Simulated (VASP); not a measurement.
Wanted: the native input for a VASP 6.6.1 run.

```
Task                   : single point
Functional             : PBEsol
Potentials or basis    : VASP PAW PBE potentials, release 64 (W_sv)
Cutoff                 : 520 eV
k mesh                 : 14 × 14 × 14
Occupations            : fermi-dirac, width 0.05 eV
Spin                   : no spin polarisation
Dipole correction      : no
Further INCAR settings : ALGO = Normal; EDIFF = 1e-06; NBANDS = 13
```

The structure of W lies in POSCAR:

```
W
1.0
    0.0203000000      2.0401500000      2.0401500000
    2.0401500000      0.0203000000      2.0401500000
    2.0401500000      2.0401500000      0.0203000000
W
1
Direct
    0.0000000000      0.0000000000      0.0000000000
```

This isn't the form of W at room conditions, which is bcc.

This cell differs from its parent crystal: equal xy, yz and zx shear strains of +1 %.

One way to write it, as run:

INCAR

```
SYSTEM = W
ALGO     = Normal         ! electronic algorithm
EDIFF    = 1E-6           ! SCF threshold, eV
ENCUT    = 520            ! plane-wave cutoff, eV
GGA      = PS             ! functional
ISIF     = 2              ! what is computed and relaxed
ISMEAR   = -1             ! smearing method
LASPH    = .True.         ! aspherical terms in the spheres
LCHARG   = .False.        ! write CHGCAR
LREAL    = .False.        ! projectors in reciprocal space
LWAVE    = .False.        ! write WAVECAR
NBANDS   = 13             ! bands
NELM     = 100            ! most SCF steps
PREC     = Accurate       ! precision mode
SIGMA    = 0.05           ! smearing width, eV
```

KPOINTS

```
k-points
0
Gamma
  14 14 14
  0 0 0
```

Potentials or basis: VASP PAW PBE potentials, release 64 (W_sv).

Run with:

```bash
$ cat potpaw_PBE.64/W_sv/POTCAR > POTCAR
$ mpirun -np 1 vasp_std > vasp.out
```

Results of the run:

```
Pressure               : -12.1 GPa
Band gap on the k mesh : zero (bands 7 and 8 overlap by 3.42 eV)
```

Caveat: the cell differs from its parent crystal (equal xy, yz and zx shear strains of +1 %); the cell stands under tension; the PAW data sets were made with another functional, which shifts forces and pressure a little; spin-orbit coupling is left out, which moves the levels of the heavy elements.

It took 56 s on 1 thread of Intel Xeon 8259CL, on a shared host, peak memory 0.19 GiB.
